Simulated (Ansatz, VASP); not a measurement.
## Pd in VASP and in Ansatz

The input INCAR:

```
PREC = Accurate
ENCUT = 520
EDIFF = 1E-7
ISMEAR = -1
SIGMA = 0.1
LREAL = F
LASPH = T
NELM = 150
ALGO = Normal
ISIF = 2
LWAVE = F
LCHARG = F
ISPIN = 2
MAGMOM = 0.288
LORBIT = 11
LMAXMIX = 4
GGA = PE
NBANDS = 15
```

File KPOINTS:

```
Automatic mesh
0
Gamma
  7 7 7
```

File POSCAR:

```
Pd
1.0
    0.0000000000      1.9737080106      1.9737080106
    1.9737080106      0.0000000000      1.9737080106
    1.9737080106      1.9737080106      0.0000000000
Pd
1
Direct
    0.0000000000      0.0000000000      0.0000000000
```

Input for Ansatz:

```yaml
crystal:
  lattice:
    - [0.0, 1.9737080106, 1.9737080106]
    - [1.9737080106, 0.0, 1.9737080106]
    - [1.9737080106, 1.9737080106, 0.0]
  atoms:
    - { symbol: Pd, position: [0.0, 0.0, 0.0], spin: 0.288 }
hamiltonian:
  xc: pbe
  pseudopotentials:
    kind: paw
    azcp:
      Pd: "pseudopotentials/Pd.paw.azcp"
basis:
  ecutwfc: 420
  fft_grid_basis: typed
kpoints:
  mp_grid: { grid: [7, 7, 7], shift: [0, 0, 0] }
magnetization:
  spin_polarized: true
scf:
  occupations: { method: fermi_dirac, width: 0.1 }
```

Alike in both runs: task single point; functional PBE; k mesh 7 × 7 × 7; occupations fermi-dirac, width 0.1 eV; collinear spin.

|  | VASP | Ansatz |
| --- | --- | --- |
| version | VASP 6.6.1 | Ansatz 0.2.0 |
| potentials or method | VASP PAW PBE potentials, release 64 (Pd), cutoff 520 eV | plane waves (420 eV) with PAW, scalar-relativistic |
| valence electrons in the cell | 10 | 18 |

|  | VASP | Ansatz | Ansatz less VASP |
| --- | --- | --- | --- |
| net moment per atom (μB) | 0.00 | 0.00 | -0.001 |

VASP's potentials hold 10 valence electrons a cell and Ansatz's 18, so a difference there can come from the potentials and not from the codes. Ansatz's warnings: seeded moment not kept.

The k mesh is coarse, so the values compare programs but aren't converged.
